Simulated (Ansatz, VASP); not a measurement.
## Rb: VASP beside Ansatz

File POSCAR:

```
Rb
1.0
   -3.0124581780      3.0124581780      2.7844047774
    3.0124581780     -3.0124581780      2.7844047774
    3.0124581780      3.0124581780     -2.7844047774
Rb
1
Direct
    0.0000000000      0.0000000000      0.0000000000
```

INCAR.step1

```
PREC     = Accurate       # precision mode
ENCUT    = 520            # plane-wave cutoff, eV
ISMEAR   = -1             # smearing method
SIGMA    = 0.08           # smearing width, eV
LREAL    = False          # projectors in reciprocal space
LASPH    = True           # aspherical terms in the spheres
NELM     = 100            # most SCF steps
NBANDS   = 10             # bands
GGA      = PE             # functional
ALGO     = Normal         # electronic algorithm
EDIFF    = 1E-4           # SCF threshold, eV
LWAVE    = True           # write WAVECAR
LCHARG   = False          # write CHGCAR
```

The input INCAR.step2:

```
PREC     = Accurate       # precision mode
ENCUT    = 520            # plane-wave cutoff, eV
EDIFF    = 1E-8           # SCF threshold, eV
ISMEAR   = -1             # smearing method
SIGMA    = 0.08           # smearing width, eV
LREAL    = False          # projectors in reciprocal space
LASPH    = True           # aspherical terms in the spheres
NELM     = 100            # most SCF steps
ALGO     = Normal         # electronic algorithm
ISIF     = 2              # what is computed and relaxed
LWAVE    = False          # write WAVECAR
LCHARG   = False          # write CHGCAR
METAGGA  = R2SCAN         # meta-GGA
LMIXTAU  = True         
LEFG     = True         
NBANDS   = 10             # bands
ISTART   = 1
```

KPOINTS

```
regular mesh
0
Gamma
  10 10 10
```

Input for Ansatz:

```yaml
crystal:
  lattice:
    - [-3.012458178, 3.012458178, 2.7844047774]
    - [3.012458178, -3.012458178, 2.7844047774]
    - [3.012458178, 3.012458178, -2.7844047774]
  atoms:
    - { symbol: Rb, position: [0.0, 0.0, 0.0] }
kpoints:
  mp_grid: { grid: [10, 10, 10] }
scf:
  occupations: { method: fermi_dirac, width: 0.08 }
hamiltonian:
  xc: r2scan
  pseudopotentials: { kind: all_electron, datasets: crystal }
output:
  forces: true
  stress: true
  eigenvalues: true
  efg: { contact_densities: true }
```

Change from the starting cell: volume scaled by 1.06, crystal datasets.

Alike in both runs: task electric field gradients; functional r2SCAN; k mesh 10 × 10 × 10; occupations fermi-dirac, width 0.08 eV; no spin polarisation.

|  | VASP | Ansatz |
| --- | --- | --- |
| version | VASP 6.6.1 | Ansatz 0.2.0 |
| potentials or method | VASP PAW PBE potentials, release 64 (Rb_sv), cutoff 520 eV | all-electron PAW with datasets made for the crystal, scalar-relativistic |

|  | VASP | Ansatz | Ansatz less VASP |
| --- | --- | --- | --- |
| pressure (GPa) | -0.1 | -0.1 | 0.00 |
| size of Vzz on the site where it differs most (V/Å²) | 0.4 | 0.4 | +0.02 |

VASP's potentials were made for PBE, not for r2SCAN. Ansatz ran all-electron here, and VASP with PAW potentials.
